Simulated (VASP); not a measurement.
Here is a VASP 6.6.1 calculation.

The input INCAR:

```
PREC = Accurate ; ENCUT = 520
EDIFF = 1E-6 ; ISMEAR = 0
SIGMA = 0.05 ; LREAL = F
LASPH = T ; NELM = 60
ALGO = Normal ; ISIF = 2
LWAVE = F ; LCHARG = F
GGA = CA ; NBANDS = 35
```

The input KPOINTS:

```
regular mesh
0
Gamma
  6 6 10
```

Contents of POSCAR:

```
SnO2
1.0
    4.8275742947      0.0000000000      0.0000000000
    0.0000000000      4.8275742947      0.0000000000
    0.0000000000      0.0000000000      3.2381011166
Sn O
2 4
Direct
    0.0000000000      0.0000000000      0.0000000000
    0.5000000000      0.5000000000      0.5000000000
    0.3065775573      0.3065775573      0.0000000000
    0.8065775573      0.1934224427      0.5000000000
    0.1934224427      0.8065775573      0.5000000000
    0.6934224427      0.6934224427      0.0000000000
```

Potentials or basis: VASP PAW LDA potentials, release 64 (Sn_d, O).

The run is started by

```bash
$ cat potpaw_LDA.64/Sn_d/POTCAR potpaw_LDA.64/O/POTCAR > POTCAR
$ mpirun -np 1 vasp_std > vasp.out
```

(1) What does it give for the band gap on the k mesh?

(2) Estimate the pressure.

Results:

(1) 0.56 eV.

(2) -9.9 GPa.

Caveat: the cell stands under tension; spin-orbit coupling is left out, which moves the levels of the heavy elements.
